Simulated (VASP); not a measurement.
Al2Si: relaxation of cell and atoms with PBE

The system is Al2Si.

```
CELL_PARAMETERS angstrom
2.76340 0.00000 0.00000
0.00000 2.76340 0.00000
0.00000 0.00000 5.70159
ATOMIC_POSITIONS crystal
Al 0.50000 0.50000 0.29500
Al 0.50000 0.50000 0.70500
Si 0.00000 0.00000 0.00000
```

| Item | Value |
| --- | --- |
| Program | VASP 6.6.1 |
| Task | relaxation of cell and atoms |
| Functional | PBE |
| Potentials or basis | VASP PAW PBE potentials, release 64 (Al, Si) |
| Cutoff | 600 eV |
| k mesh | 6 × 6 × 4 |
| Occupations | gaussian, width 0.1 eV |
| Spin | no spin polarisation |
| Dipole correction | no |
| Further INCAR settings | ALGO = Normal; EDIFF = 1e-06; IBRION = 2; EDIFFG = -0.04; NSW = 90; ISIF = 3 |

The relaxed volume is 17.28 Å³/atom. The relaxed cell is a = 2.885 Å, b = 2.885 Å, c = 6.230 Å, α = 90.00°, β = 90.00°, γ = 90.00°, the space group after relaxing (to 0.05 Å) is P4/mmm (No. 123) and the energy gained by relaxing is 149.9 meV/atom. The ionic steps are 5. The pressure after relaxing is 0.0 GPa, the largest force after relaxing is 0.029 eV/Å and the band gap on the k mesh is zero (band 5 reaches 11.03 eV, above the bottom of band 6 at 5.78 eV).

Forces on the atoms (eV/Å):
```
Al   0.000  0.000 -0.029
Al   0.000  0.000  0.029
Si   0.000  0.000  0.000
```

Stress tensor (GPa, compression positive):
```
-0.10  0.00  0.00
 0.00 -0.10  0.00
 0.00  0.00  0.26
```

Step by step:
| step | energy change (eV) | largest force (eV/Å) | pressure (GPa) | volume (Å³) |
| --- | --- | --- | --- | --- |
| 1 | 0.0000 | 0.5928 | 18.43 | 43.54 |
| 2 | -0.4167 | 0.0681 | -3.39 | 54.88 |
| 3 | -0.4484 | 0.0800 | 0.09 | 51.75 |
| 4 | -0.4487 | 0.0800 | -0.21 | 51.99 |
| 5 | -0.4498 | 0.0290 | 0.02 | 51.85 |

Final structure:
```xyz
3
Lattice="2.8848 0.0000 0.0000 0.0000 2.8848 0.0000 0.0000 0.0000 6.2300" Properties=species:S:1:pos:R:3 pbc="T T T"
Al    1.4424    1.4424    1.8096
Al    1.4424    1.4424    4.4204
Si    0.0000    0.0000    6.2300
```

Levels at points of the mesh, in eV from the Fermi level:
```tsv
k point	band 3	band 4	band 5	band 6	band 7	band 8
(0.00, 0.00, 0.00)	-6.78	2.91	3.47	3.47	3.48	4.75
(0.50, 0.00, 0.00)	-3.98	-3.17	-3.04	-1.71	6.29	6.49
(0.50, 0.50, 0.00)	-4.10	-2.23	0.01	0.19	0.19	0.67
(0.00, 0.00, 0.50)	-3.31	-2.41	3.54	3.54	4.99	7.04
(0.50, 0.00, 0.50)	-5.12	-4.83	0.66	1.44	1.68	1.95
(0.50, 0.50, 0.50)	-3.95	-1.70	-1.07	-1.07	-0.81	-0.44
```

Wall time 14 s on 1 thread of Intel(R) Xeon(R) 6975P-C (Granite Rapids), with other jobs on the host, peak memory 0.16 GiB.

Caveat: the k points lie up to 0.36 Å⁻¹ apart in the final cell; the volume moved by over 15 % at a fixed basis, so the end points are rough.
